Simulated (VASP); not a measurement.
Write the native input for VASP 6.6.1 that does the following.

```
Task                   : single point
Functional             : PBE
Potentials or basis    : VASP PAW PBE potentials, release 64 (Pt)
Cutoff                 : 520 eV
k mesh                 : 20 × 20 × 20
Occupations            : fermi-dirac, width 0.15 eV
Spin                   : no spin polarisation
Dipole correction      : no
Further INCAR settings : ALGO = Normal; EDIFF = 1e-07; NBANDS = 11
```

The structure of Pt lies in POSCAR:

```
Pt
1.0
    0.0000000000      1.9871275603      1.9871275603
    1.9871275603      0.0000000000      1.9871275603
    1.9871275603      1.9871275603      0.0000000000
Pt
1
Direct
    0.0000000000      0.0000000000      0.0000000000
```

One way to write it, as run:

INCAR

```
SYSTEM = Pt
PREC     = Accurate       ! precision mode
ENCUT    = 520            ! plane-wave cutoff, eV
EDIFF    = 1E-7           ! SCF threshold, eV
ISMEAR   = -1             ! smearing method
SIGMA    = 0.15           ! smearing width, eV
LREAL    = .FALSE.        ! projectors in reciprocal space
LASPH    = .TRUE.         ! aspherical terms in the spheres
NELM     = 80             ! most SCF steps
ALGO     = Normal         ! electronic algorithm
ISIF     = 2              ! what is computed and relaxed
LWAVE    = .FALSE.        ! write WAVECAR
LCHARG   = .FALSE.        ! write CHGCAR
GGA      = PE             ! functional
NBANDS   = 11             ! bands
```

KPOINTS

```
Automatic mesh
0
G
  20 20 20
  0 0 0
```

Potentials or basis: VASP PAW PBE potentials, release 64 (Pt).

Launch:

```bash
$ cat potpaw_PBE.64/Pt/POTCAR > POTCAR
$ mpirun -np 1 vasp_std > vasp.out
```

It gave:

```json
{"Pressure": "-0.5 GPa", "Band gap on the k mesh": "zero (band 5 reaches 10.97 eV, above the bottom of band 6 at 8.88 eV)"}
```

Caveat: spin-orbit coupling is left out, which moves the levels of the heavy elements.

Run time: 18 s on 1 thread of Intel(R) Xeon(R) Platinum 8488C (Sapphire Rapids), with other jobs on the host, peak memory 0.17 GiB.
